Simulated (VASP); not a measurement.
# Pt (P6_3/mmc) in VASP: notebook, part 2 of 2

VASP 6.6.1.

## Step 3: Relaxation of cell and atoms, PBE

This run uses another cell than the first one, of 15.09 Å³/atom.

INCAR reads:

```
SYSTEM = Pt
PREC     = Accurate       ! precision mode
ENCUT    = 600            ! plane-wave cutoff, eV
EDIFF    = 1E-6           ! SCF threshold, eV
ISMEAR   = -1             ! smearing method
SIGMA    = 0.1            ! smearing width, eV
LREAL    = .False.        ! projectors in reciprocal space
LASPH    = .True.         ! aspherical terms in the spheres
NELM     = 60             ! most SCF steps
ALGO     = Normal         ! electronic algorithm
ISIF     = 3              ! what is computed and relaxed
LWAVE    = .False.        ! write WAVECAR
LCHARG   = .False.        ! write CHGCAR
GGA      = PE             ! functional
IBRION   = 2              ! ionic algorithm
NSW      = 80             ! ionic steps
EDIFFG   = -0.01          ! ionic threshold
```

KPOINTS reads:

```
Automatic mesh
0
Gamma
  13 13 7
  0 0 0
```

POSCAR reads:

```
Pt
1.0
    2.7740467412      0.0000000000      0.0000000000
   -1.3870233706      2.4023949491      0.0000000000
    0.0000000000      0.0000000000      4.5300183283
Pt
2
Direct
    0.3333333333      0.6666666667      0.2500000000
    0.6666666667      0.3333333333      0.7500000000
```

Potentials or basis: VASP PAW PBE potentials, release 64 (Pt).

On the command line:

```
$ cat potpaw_PBE.64/Pt/POTCAR > POTCAR
$ mpirun -np 1 vasp_std > vasp.out
```

OUTCAR:

```text
SYSTEM = Pt
   PREC = Accurate
   ENCUT = 600
   EDIFF = 1E-6
   ISMEAR = -1
   LREAL = .False.
   LASPH = .True.
   NELM = 60
   ISIF = 3
   GGA = PE
   IBRION = 2
   NSW = 80
   EDIFFG = -0.01

 ion  position               nearest neighbor table
   1  0.333  0.667  0.250-   2 2.77   2 2.77   2 2.77   2 2.77   2 2.77   2 2.77
   2  0.667  0.333  0.750-   1 2.77   1 2.77   1 2.77   1 2.77   1 2.77   1 2.77

  LATTYP: Found a hexagonal cell.
 ALAT       =     2.7740467412
 C/A-ratio  =     1.6330000000

  Lattice vectors:

 A1 = (   2.7740467412,   0.0000000000,   0.0000000000)
 A2 = (  -1.3870233706,   2.4023949491,   0.0000000000)
 A3 = (   0.0000000000,   0.0000000000,   4.5300183283)

Analysis of symmetry for initial positions (statically):
=====================================================================
 Subroutine PRICEL returns:
 Original cell was already a primitive cell.

 Routine SETGRP: Setting up the symmetry group for a
 hexagonal supercell.

 Subroutine GETGRP returns: Found 24 space group operations
 (whereof 12 operations were pure point group operations)
 out of a pool of 24 trial point group operations.

The static configuration has the point symmetry D_3d.
 The point group associated with its full space group is D_6h.

Analysis of symmetry for dynamics (positions and initial velocities):
=====================================================================
 Subroutine PRICEL returns:
 Original cell was already a primitive cell.

 Routine SETGRP: Setting up the symmetry group for a
 hexagonal supercell.
[... 190 lines left out ...]

 number of electron      20.0000001 magnetization

 E-fermi :   8.5799     XC(G=0): -12.5931

 val. band max:        8.5758975421   @ k =   0.3077   0.0769   0.0000
 cond. band min:       8.5832216266   @ k =   0.3077   0.0000   0.0000
 fundamental gap:      0.0073240845
 Fermi energy:         8.5798690648

 k-point     1 :       0.0000    0.0000    0.0000
  band No.  band energies     occupation
      1      -0.0396      2.00000
      2       2.5903      2.00000
      3       5.4170      2.00000
      4       5.7181      2.00000
      5       5.7181      2.00000
      6       6.0534      2.00000
      7       6.0534      2.00000
      8       6.9132      2.00000
      9       6.9132      2.00000
     10       8.3616      1.79736
     11       8.3616      1.79736
     12       8.4792      1.46465
     13      12.9108      0.00000
     14      23.6614      0.00000
[... 642 lines left out ...]
--------------------------------------- Ionic step        9  -------------------------------------------

 number of electron      20.0000005 magnetization

 Free energy of the ion-electron system (eV)
  ---------------------------------------------------
  ext. energy  EPLUGINS =         0.00000000
  ---------------------------------------------------
  free energy    TOTEN  =       -12.14037519 eV

  energy without entropy =      -12.02487325  energy(sigma->0) =      -12.08262422

 E-fermi :  10.4491     XC(G=0): -13.2308

 val. band max:       10.4463812823   @ k =   0.3846   0.1538   0.0000
 cond. band min:      10.4580366117   @ k =   0.3846   0.0769   0.0000
 fundamental gap:      0.0116553294
 Fermi energy:        10.4490730472

 k-point     1 :       0.0000    0.0000    0.0000
  band No.  band energies     occupation
      1       0.7142      2.00000
      2       3.3996      2.00000
      3       6.5607      2.00000
      4       7.0148      2.00000
      5       7.0148      2.00000
      6       7.3972      2.00000
      7       7.3972      2.00000
      8       8.5595      2.00000
      9       8.5595      2.00000
     10       9.7818      1.99747
     11      10.2032      1.84235
     12      10.2032      1.84235
     13      15.2691      0.00000
     14      25.5045      0.00000
[... 420 lines left out ...]
  FREE ENERGIE OF THE ION-ELECTRON SYSTEM (eV)
  ---------------------------------------------------
  free  energy   TOTEN  =       -12.1403751852 eV

  energy  without entropy=      -12.0248732524  energy(sigma->0) =      -12.08262422

 reached required accuracy - stopping structural energy minimisation
```

It took 78 s on 1 thread of Intel Xeon Platinum 8488C (Sapphire Rapids), shared host; peak memory 0.19 GiB.

Results:

```yaml
Free_energy: -12.1404 eV
Relaxed_volume: 15.74 Å³/atom
Relaxed_cell: a = 2.766 Å, b = 2.766 Å, c = 4.752 Å, α = 90.00°, β = 90.00°, γ = 120.00°
Space_group_after_relaxing_to_0.1_Å: P6_3/mmc (No. 194)
Energy_gained_by_relaxing: 34.7 meV/atom
Ionic_steps: 9
Pressure_after_relaxing: 0.0 GPa
Band_gap_on_the_k_mesh: zero (bands 10 and 11 overlap by 1.13 eV)
```

The path:
```tsv
step	energy change (eV)	largest force (eV/Å)	pressure (GPa)	volume (Å³)
1	0.0000	0.0000	11.35	30.19
2	0.1841	0.0000	-19.60	35.09
3	-0.0523	0.0000	-1.38	31.64
4	-0.0524	0.0000	-0.98	31.59
5	-0.0672	0.0000	-0.23	31.49
6	-0.0693	0.0000	0.31	31.44
7	-0.0693	0.0000	0.33	31.44
8	-0.0691	0.0000	-0.71	31.58
9	-0.0693	0.0000	0.04	31.48
```

Final structure:
```
Pt
1.0
     2.76592    0.00000    0.00000
    -1.38296    2.39535    0.00000
     0.00000    0.00000    4.75165
Pt
2
Direct
  0.33333 0.66667 0.25000
  0.66667 0.33333 0.75000
```

Caveat: spin-orbit coupling is left out, which moves the levels of the heavy elements.

## Step 4: Single point, PBE (13.88 Å³/atom)

This run uses another cell than the first one, of 13.88 Å³/atom.

INCAR reads:

```
ALGO = Normal
EDIFF = 1E-7
ENCUT = 520
GGA = PE
ISIF = 2
ISMEAR = -1
LASPH = T
LCHARG = F
LREAL = F
LWAVE = F
NBANDS = 17
NELM = 80
PREC = Accurate
SIGMA = 0.1
```

KPOINTS reads:

```
k-points
0
Gamma
  21 21 11
```

POSCAR reads:

```
Pt
1.0
    2.6514195417      0.0000000000      0.0000000000
   -1.3257097709      2.2961966792      0.0000000000
    0.0000000000      0.0000000000      4.5584772262
Pt
2
Direct
    0.3333333333      0.6666666667      0.2500000000
    0.6666666667      0.3333333333      0.7500000000
```

On the command line:

```
$ cat potpaw_PBE.64/Pt/POTCAR > POTCAR
$ mpirun -np 1 vasp_std > vasp.out
```

Run time: 56 s. Hardware: 1 thread of Intel Xeon Platinum 8488C (Sapphire Rapids), shared host; peak memory 0.23 GiB.

Results (log left out):

```yaml
Free_energy: -11.6995 eV
Pressure: 43.2 GPa
Band_gap_on_the_k_mesh: zero (bands 10 and 11 overlap by 1.52 eV)
```

Stress tensor (GPa, compression positive):
```
44.72  0.00  0.00
 0.00 44.72  0.00
 0.00  0.00 40.12
```

Levels at points of the mesh, in eV from the Fermi level:
```
           k point  band 7  band 8  band 9  band 10  band 11  band 12  band 13  band 14
(0.00, 0.00, 0.00)   -3.73   -2.32   -2.32    -1.25    -0.30    -0.30     5.71    14.76
```

Caveat: the cell stands under pressure; spin-orbit coupling is left out, which moves the levels of the heavy elements.

## Step 5: The runs side by side

```tsv
task	cell	k mesh	cutoff (eV)	gap on the mesh (eV)	pressure (GPa)
single point	a = 2.767, b = 2.767, c = 4.757 Å, angles 90.0, 90.0, 120.0°, 2 atoms	13 × 13 × 7	520	none	-0.5
relaxation of cell and atoms	relaxed from a = 2.774, b = 2.774, c = 4.530 Å, angles 90.0, 90.0, 120.0°, 2 atoms	13 × 13 × 7	600	none	0.0
single point	a = 2.651, b = 2.651, c = 4.558 Å, angles 90.0, 90.0, 120.0°, 2 atoms	21 × 21 × 11	520	none	43.2
```

Alike in all rows: level PBE; potentials or basis VASP PAW PBE potentials, release 64 (Pt); no spin polarisation; smearing fermi-dirac 0.1 eV.

Caveats: spin-orbit coupling is left out, which moves the levels of the heavy elements; the cell stands under pressure (at least some runs).

Absolute energies hang on the potentials; compare differences alone.
